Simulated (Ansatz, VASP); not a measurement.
Two plane-wave programs on LuP2

```
CELL_PARAMETERS angstrom
-4.63484 2.59122 0.00000
0.00000 2.59122 4.33379
4.63484 2.59122 0.00000
ATOMIC_POSITIONS crystal
Lu 0.00000 0.00000 0.00000
Lu 0.75000 0.50000 0.25000
P 0.62828 0.00000 0.37172
P 0.37172 0.00000 0.62828
P 0.12172 0.50000 0.87828
P 0.37828 0.50000 0.62172
```

Alike in both runs: functional r2SCAN; k mesh 5 × 5 × 5; no spin polarisation.

Ansatz relaxed the structure, and its values are those at the end. VASP's run is a single point on that final structure, the one shown.

```csv
,VASP,Ansatz
version,VASP 6.6.1,Ansatz 0.2.0
potentials or method,"VASP PAW PBE potentials, release 64 (Lu, P), cutoff 520 eV",PAW plane waves
occupations,"methfessel-paxton of order 1, width 0.025 eV","cold, width 0.025 eV"
valence electrons in the cell,70,70
```

```csv
,VASP,Ansatz,Ansatz less VASP
gap on the k mesh at the Fermi level (eV),none,none,-
pressure (GPa),0.4,0.0,-0.36
rms of the force components (eV/Å),0.015,0.001,-0.0138
```

VASP's potentials were made for PBE, not for r2SCAN. A gap of «none» marks a metal or a gap that the smearing closes.

Spin-orbit coupling is off throughout.
